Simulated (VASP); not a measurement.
## InSb: single point with PBE+D3(BJ)

System: InSb, a slab with vacuum.

```
In Sb
1.0
     9.25864    0.00000    0.00000
     0.00000    6.54685    0.00000
     0.00000    0.00000   20.62932
In Sb
6 6
Direct
  0.25000 0.50000 0.38780
  0.75000 0.50000 0.38780
  0.50000 0.07291 0.51472
  0.00000 0.07291 0.51472
  0.75000 0.49824 0.58187
  0.25000 0.49824 0.58187
  0.50000 0.25000 0.38780
  0.00000 0.25000 0.38780
  0.75000 0.81944 0.48744
  0.25000 0.81944 0.48744
  0.00000 0.29964 0.63249
  0.50000 0.29964 0.63249
```

```
Program                : VASP 6.6.1
Task                   : single point
Functional             : PBE
Dispersion             : D3(BJ)
Potentials or basis    : VASP PAW PBE potentials, release 64 (In_d, Sb)
Cutoff                 : 520 eV
k mesh                 : 2 × 3 × 1
Occupations            : gaussian, width 0.1 eV
Spin                   : no spin polarisation
Dipole correction      : yes
Further INCAR settings : ALGO = Normal; EDIFF = 1e-06; NBANDS = 66
```

* Largest force: 0.710 eV/Å
* Band gap on the k mesh: 0.17 eV
* Dispersion energy per atom: -0.204 eV

Forces on the atoms (eV/Å):
```
In   0.000 -0.121  0.681
In   0.000 -0.121  0.681
In   0.000 -0.013  0.008
In   0.000 -0.013  0.008
In   0.000  0.020 -0.022
In   0.000  0.020 -0.022
Sb   0.000  0.123 -0.699
Sb   0.000  0.123 -0.699
Sb   0.000  0.005  0.009
Sb   0.000  0.005  0.009
Sb   0.000 -0.014  0.022
Sb   0.000 -0.014  0.022
```

Levels at points of the mesh, in eV from the valence-band top:
```tsv
k point	band 51	band 52	band 53	band 54	band 55	band 56	band 57	band 58
(0.00, 0.00, 0.00)	-0.78	-0.77	-0.45	0.00	0.28	0.51	0.93	1.20
(0.50, 0.00, 0.00)	-0.83	-0.83	-0.58	-0.58	0.71	0.71	1.65	1.65
```

Wall time 13 min on 1 thread of Intel(R) Xeon(R) Platinum 8488C (Sapphire Rapids) (shared host), peak memory 1.1 GiB.

Caveat: spin-orbit coupling is left out, which moves the levels of the heavy elements.
